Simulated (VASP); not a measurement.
# LiSnF3 (Pm-3m) in VASP: notebook

LiSnF3 is run at these levels: PBE; tasks: single point.

Program: VASP 6.6.1. These are calculated values, not measurements. Logs are shortened: lines on timing, memory, paths and dates and some standing lists are left out, and cuts for length are marked.

**1. The cell of the first run**

Symmetry: Pm-3m, No. 221, cubic system. Conventional cell: a = 4.182 Å, b = 4.182 Å, c = 4.182 Å, α = 90.00°, β = 90.00°, γ = 90.00°. Within 3.9 Å of Li (site symmetry m-3m) lie 12 F at 2.96 Å and 8 Sn at 3.62 Å. Within 2.8 Å of Sn (site symmetry m-3m) lie 6 F at 2.09 Å. Within 2.8 Å of F (site symmetry 4/mmm) lie 2 Sn at 2.09 Å.

The cell was built from a structure type or drawn by symmetry, and may not be a known phase.

**2. Single point, PBE**

INCAR

```
SYSTEM = LiSnF3
PREC     = Accurate       ! precision mode
ENCUT    = 520            ! plane-wave cutoff, eV
EDIFF    = 1E-6           ! SCF threshold, eV
ISMEAR   = 0              ! smearing method
SIGMA    = 0.1            ! smearing width, eV
LREAL    = .FALSE.        ! projectors in reciprocal space
LASPH    = .TRUE.         ! aspherical terms in the spheres
NELM     = 60             ! most SCF steps
ALGO     = Normal         ! electronic algorithm
ISIF     = 2              ! what is computed and relaxed
LWAVE    = .FALSE.        ! write WAVECAR
LCHARG   = .FALSE.        ! write CHGCAR
GGA      = PE             ! functional
NBANDS   = 27             ! bands
```

KPOINTS

```
Automatic mesh
0
G
  4 4 4
  0 0 0
```

POSCAR

```
LiSnF3
1.0
    4.1822583600      0.0000000000      0.0000000000
    0.0000000000      4.1822583600      0.0000000000
    0.0000000000      0.0000000000      4.1822583600
Li Sn F
1 1 3
Direct
    0.0000000000      0.0000000000      0.0000000000
    0.5000000000      0.5000000000      0.5000000000
    0.0000000000      0.5000000000      0.5000000000
    0.5000000000      0.5000000000      0.0000000000
    0.5000000000      0.0000000000      0.5000000000
```

Potentials or basis: VASP PAW PBE potentials, release 64 (Li_sv, Sn_d, F).

Launch:

```console
> cat potpaw_PBE.64/Li_sv/POTCAR potpaw_PBE.64/Sn_d/POTCAR potpaw_PBE.64/F/POTCAR > POTCAR
> mpirun -np 1 vasp_std > vasp.out
```

OUTCAR:

```text
SYSTEM = LiSnF3
   PREC = Accurate
   ENCUT = 520
   EDIFF = 1E-6
   ISMEAR = 0
   LREAL = .FALSE.
   LASPH = .TRUE.
   NELM = 60
   ISIF = 2
   GGA = PE

 ion  position               nearest neighbor table
   1  0.000  0.000  0.000-
   2  0.500  0.500  0.500-   3 2.09   4 2.09   5 2.09   4 2.09   5 2.09   3 2.09
   3  0.000  0.500  0.500-   2 2.09   2 2.09
   4  0.500  0.500  0.000-   2 2.09   2 2.09
   5  0.500  0.000  0.500-   2 2.09   2 2.09

  LATTYP: Found a simple cubic cell.
 ALAT       =     4.1822583600

  Lattice vectors:

 A1 = (   4.1822583600,   0.0000000000,   0.0000000000)
 A2 = (   0.0000000000,   4.1822583600,   0.0000000000)
 A3 = (   0.0000000000,   0.0000000000,   4.1822583600)

Analysis of symmetry for initial positions (statically):
=====================================================================
 Subroutine PRICEL returns:
 Original cell was already a primitive cell.

 Routine SETGRP: Setting up the symmetry group for a
 simple cubic supercell.

 Subroutine GETGRP returns: Found 48 space group operations
 (whereof 48 operations were pure point group operations)
 out of a pool of 48 trial point group operations.

The static configuration has the point symmetry O_h .

Analysis of symmetry for dynamics (positions and initial velocities):
=====================================================================
 Subroutine PRICEL returns:
 Original cell was already a primitive cell.

 Routine SETGRP: Setting up the symmetry group for a
 simple cubic supercell.

 Subroutine GETGRP returns: Found 48 space group operations
 (whereof 48 operations were pure point group operations)
 out of a pool of 48 trial point group operations.

The dynamic configuration has the point symmetry O_h .

 Subroutine INISYM returns: Found 48 space group operations
 (whereof 48 operations are pure point group operations),
 and found     1 'primitive' translations

----------------------------------------------------------------------------------------

                                     Primitive cell

  volume of cell :      73.1531

  direct lattice vectors                    reciprocal lattice vectors
     4.182258360  0.000000000  0.000000000     0.239105267  0.000000000  0.000000000
     0.000000000  4.182258360  0.000000000     0.000000000  0.239105267  0.000000000
     0.000000000  0.000000000  4.182258360     0.000000000  0.000000000  0.239105267

  length of vectors
     4.182258360  4.182258360  4.182258360     0.239105267  0.239105267  0.239105267

  position of ions in fractional coordinates (direct lattice)
     0.000000000  0.000000000  0.000000000
     0.500000000  0.500000000  0.500000000
     0.000000000  0.500000000  0.500000000
     0.500000000  0.500000000  0.000000000
     0.500000000  0.000000000  0.500000000

  ion indices of the primitive-cell ions
   primitive index   ion index
                 1           1
                 2           2
                 3           3
                 4           4
                 5           5

----------------------------------------------------------------------------------------

 KPOINTS: Automatic mesh

Automatic generation of k-mesh.
 Grid dimensions read from file:
 generate k-points for:    4    4    4

 Generating k-lattice:

  Cartesian coordinates                     Fractional coordinates (reciprocal lattice)
     0.059776317  0.000000000  0.000000000     0.250000000  0.000000000  0.000000000
     0.000000000  0.059776317  0.000000000     0.000000000  0.250000000  0.000000000
     0.000000000  0.000000000  0.059776317     0.000000000  0.000000000  0.250000000

  Length of vectors
     0.059776317  0.059776317  0.059776317

  Shift w.r.t. Gamma in fractional coordinates (k-lattice)
     0.000000000  0.000000000  0.000000000

 Subroutine IBZKPT returns following result:
 ===========================================

 Found     10 irreducible k-points:

 Following reciprocal coordinates:
            Coordinates               Weight
  0.000000  0.000000  0.000000      1.000000
  0.250000  0.000000  0.000000      6.000000
  0.500000  0.000000  0.000000      3.000000
  0.250000  0.250000  0.000000     12.000000
  0.500000  0.250000  0.000000     12.000000
  0.500000  0.500000  0.000000      3.000000
  0.250000  0.250000  0.250000      8.000000
  0.500000  0.250000  0.250000     12.000000
  0.500000  0.500000  0.250000      6.000000
  0.500000  0.500000  0.500000      1.000000
   k-points           NKPTS =     10   k-points in BZ     NKDIM =     10   number of bands    NBANDS=     27
   number of dos      NEDOS =    301   number of ions     NIONS =      5
   total plane-waves  NPLWV =  32768
   dimension x,y,z NGX =    32 NGY =   32 NGZ =   32
   dimension x,y,z NGXF=    64 NGYF=   64 NGZF=   64
   ions per type =               1   1   3
   NGX,Y,Z   is equivalent  to a cutoff of  12.72, 12.72, 12.72 a.u.
   NGXF,Y,Z  is equivalent  to a cutoff of  25.44, 25.44, 25.44 a.u.
 SYSTEM =  LiSnF3
   PREC   = accura    normal or accurate (medium, high low for compatibility)
   ISTART =      0    job   : 0-new  1-cont  2-samecut
   ICHARG =      2    charge: 1-file 2-atom 10-const
   ISPIN  =      1    spin polarized calculation?
   LNONCOLLINEAR =      F non collinear calculations
   LSORBIT =      F    spin-orbit coupling
   LASPH  =      T    aspherical Exc in radial PAW
   ENCUT  =  520.0 eV  38.22 Ry    6.18 a.u.   7.78  7.78  7.78*2*pi/ulx,y,z
   NELM   =     60;   NELMIN=  2; NELMDL= -5     # of ELM steps
   EDIFF  = 0.1E-05   stopping-criterion for ELM
   LREAL  =      F    real-space projection
   EDIFFG = 0.1E-04   stopping-criterion for IOM
   NSW    =      0    number of steps for IOM
   IBRION =     -1    ionic relax: 0-MD 1-quasi-New 2-CG
   NFREE  =      0    steps in history (QN), initial steepest desc. (CG)
   ISIF   =      2    stress and relaxation
   ISYM   =      2    0-nonsym 1-usesym 2-fastsym
   POTIM  = 0.5000    time-step for ionic-motion
   TEBEG  =    0.0;   TEEND  =   0.0 temperature during run
   PSTRESS=    0.0 pullay stress
   NELECT =      38.0000    total number of electrons
   NUPDOWN=      -1.0000    fix difference up-down
   EMIN   =  10.00;   EMAX   =-10.00  energy-range for DOS
   EFERMI =   0.00;   METHOD = LEGACY
   ISMEAR =     0;   SIGMA  =   0.10  broadening in eV -4-tet -1-fermi 0-gaus
   EFERMI_NEDOS =   21; number of points for ismear=-14 and -15
   IALGO  =     38    algorithm
   IMIX   =      4    mixing-type and parameters
     AMIX     =   0.40;   BMIX     =  1.00
     AMIX_MAG =   1.60;   BMIX_MAG =  1.00
  volume/ion in A,a.u.               =      14.63        98.73
  Fermi-wavevector in a.u.,A,eV,Ry     =   1.316008  2.486894 23.563615  1.731877
  Thomas-Fermi vector in A             =   2.446150
   LORBIT       =      0    0 simple, 1 ext, 2 COOP (PROOUT), +10 PAW based schemes
   GGA     = PE    functional components
   LHFCALC =     F    Hartree Fock is set to
   AEXX    =    0.0000 exact exchange contribution
   IVDW    =     0    specifies the selected vdW correction
   LEPSILON=     F    determine dielectric tensor
   LRPA    =     F    only Hartree local field effects (RPA)
 non-spin polarized calculation
 Gauss-broadening in eV      SIGMA  =   0.10
  energy-cutoff  :      520.00
  volume of cell :       73.15
 maximum number of plane-waves:      1986
 NGX is ok and might be reduce to    32
   NGX = 15   NGY = 15   NGZ = 15

 number of electron      37.9999960 magnetization

 Free energy of the ion-electron system (eV)
  ---------------------------------------------------
  ext. energy  EPLUGINS =         0.00000000
  ---------------------------------------------------
  free energy    TOTEN  =       -19.66559127 eV

  energy without entropy =      -19.65845717  energy(sigma->0) =      -19.66202422

 E-fermi :   6.8117     XC(G=0):  -8.9882

 val. band max:        6.7625499492   @ k =   0.5000   0.5000   0.2500
 cond. band min:       6.8174141680   @ k =   0.5000   0.0000   0.0000
 fundamental gap:      0.0548642188
 Fermi energy:         6.8117333298

 k-point     1 :       0.0000    0.0000    0.0000
  band No.  band energies     occupation
      1     -44.2065      2.00000
      2     -20.8796      2.00000
      3     -20.7090      2.00000
      4     -20.7090      2.00000
      5     -16.4246      2.00000
      6     -16.4246      2.00000
[... 19 lines left out ...]
     26      14.8570      0.00000
     27      14.8570      0.00000

 k-point     2 :       0.2500    0.0000    0.0000
  band No.  band energies     occupation
      1     -44.2065      2.00000
      2     -20.8305      2.00000
      3     -20.7075      2.00000
      4     -20.5706      2.00000
      5     -16.4332      2.00000
      6     -16.4332      2.00000
[... 19 lines left out ...]
     26      13.0532      0.00000
     27      13.6283      0.00000

 k-point     3 :       0.5000    0.0000    0.0000
  band No.  band energies     occupation
      1     -44.2065      2.00000
      2     -20.8139      2.00000
      3     -20.7057      2.00000
      4     -20.3730      2.00000
      5     -16.4418      2.00000
      6     -16.4418      2.00000
[... 19 lines left out ...]
     26      12.4422      0.00000
     27      13.7542      0.00000

 k-point     4 :       0.2500    0.2500    0.0000
  band No.  band energies     occupation
      1     -44.2065      2.00000
      2     -20.7769      2.00000
      3     -20.5898      2.00000
      4     -20.5529      2.00000
      5     -16.4422      2.00000
      6     -16.4330      2.00000
[... 19 lines left out ...]
     26      13.2776      0.00000
     27      14.4663      0.00000
[... 96 lines left out ...]
      4     -20.3664      2.00000
      5     -16.5272      2.00000
      6     -16.4508      2.00000
[... 19 lines left out ...]
     26      11.9436      0.00000
     27      16.1800      0.00000

 k-point     9 :       0.5000    0.5000    0.2500
  band No.  band energies     occupation
      1     -44.2064      2.00000
      2     -20.5701      2.00000
      3     -20.3631      2.00000
      4     -20.3631      2.00000
      5     -16.6848      2.00000
      6     -16.4600      2.00000
[... 19 lines left out ...]
     26      10.8152      0.00000
     27      17.4756      0.00000

 k-point    10 :       0.5000    0.5000    0.5000
  band No.  band energies     occupation
      1     -44.2063      2.00000
      2     -20.3591      2.00000
      3     -20.3591      2.00000
      4     -20.3591      2.00000
      5     -16.6845      2.00000
      6     -16.6845      2.00000
[... 19 lines left out ...]
     26       9.6555      0.00000
     27      18.8790      0.00000

------------------------ aborting loop because EDIFF is reached ----------------------------------------

  FORCE on cell =-STRESS in cart. coord.  units (eV):
  Direction    XX          YY          ZZ          XY          YZ          ZX
  --------------------------------------------------------------------------------------
  -------------------------------------------------------------------------------------
  Total       12.2002683     12.2002683     12.2002683      0.0000000      0.0000000     -0.0000000
  in kB      267.2067284    267.2067284    267.2067284      0.0000000      0.0000000     -0.0000000
  external PRESSURE =     267.2067284 kB  Pullay stress =       0.0000000 kB

 VOLUME and BASIS-vectors are now :
 -----------------------------------------------------------------------------
  energy-cutoff  :      520.00
  volume of cell :       73.15
      direct lattice vectors                 reciprocal lattice vectors
     4.182258360  0.000000000  0.000000000     0.239105267  0.000000000  0.000000000
     0.000000000  4.182258360  0.000000000     0.000000000  0.239105267  0.000000000
     0.000000000  0.000000000  4.182258360     0.000000000  0.000000000  0.239105267

 POSITION                                       TOTAL-FORCE (eV/Angst)
 -----------------------------------------------------------------------------------
      0.00000      0.00000      0.00000         0.000000      0.000000      0.000000
      2.09113      2.09113      2.09113         0.000000      0.000000      0.000000
      0.00000      2.09113      2.09113         0.000000      0.000000      0.000000
      2.09113      2.09113      0.00000         0.000000      0.000000      0.000000
      2.09113      0.00000      2.09113         0.000000      0.000000      0.000000
 -----------------------------------------------------------------------------------
    total drift:                                0.000000     -0.000000     -0.000000

  FREE ENERGIE OF THE ION-ELECTRON SYSTEM (eV)
  ---------------------------------------------------
  free  energy   TOTEN  =       -19.6655912697 eV

  energy  without entropy=      -19.6584571688  energy(sigma->0) =      -19.66202422
```

Wall time 7.1 s (1 thread of Intel Xeon 6975P-C (Granite Rapids), shared host); peak memory 0.18 GiB.

Results:

- Free energy: -19.6656 eV
- Band gap on the k mesh: zero (bands 19 and 20 overlap by 1.49 eV)

Caveat: the k points lie up to 0.38 Å⁻¹ apart, too coarse for converged energies and pressures of a metal; the cutoff is under 1.25 times the usual one of these potentials, so pressure, stress and relaxed cells hold a basis-set (Pulay) error; spin-orbit coupling is left out, which moves the levels of the heavy elements.

[end of part 1 of 2]
